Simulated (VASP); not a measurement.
BaTiO3:

```
Ba Ti O
1.0
     4.00600    0.00000    0.00000
     0.00000    4.00600    0.00000
     0.00000    0.00000    4.00600
Ba Ti O
1 1 3
Direct
  0.50000 0.50000 0.50000
  0.00000 0.00000 0.00000
  0.00000 0.00000 0.50000
  0.00000 0.50000 0.00000
  0.50000 0.00000 0.00000
```

Base run:

* Program: VASP 6.6.1
* Functional: PBEsol
* Potentials or basis: VASP PAW PBE potentials, release 64 (Ba_sv, Ti_sv, O)
* Cutoff: 520 eV
* k mesh: 7 × 7 × 7
* Occupations: fermi-dirac, width 0.05 eV
* Spin: no spin polarisation
* Hubbard terms: Ti d U = 6.0 eV

Its results: band gap on the k mesh 2.48 eV, indirect (least direct gap 2.63 eV); pressure 2.1 GPa.

Task: The run is repeated on the same cell with these changes: hubbard terms from Ti d U = 6.0 eV to none. What comes out?

Result: Band gap on the k mesh 1.76 eV, indirect (least direct gap 1.84 eV); pressure -2.8 GPa.

The U term pushes filled and empty states of the shell apart.

Caveats: the PAW data sets were made with another functional, which shifts forces and pressure a little; spin-orbit coupling is left out, which moves the levels of the heavy elements.

A k mesh can miss the band edges.
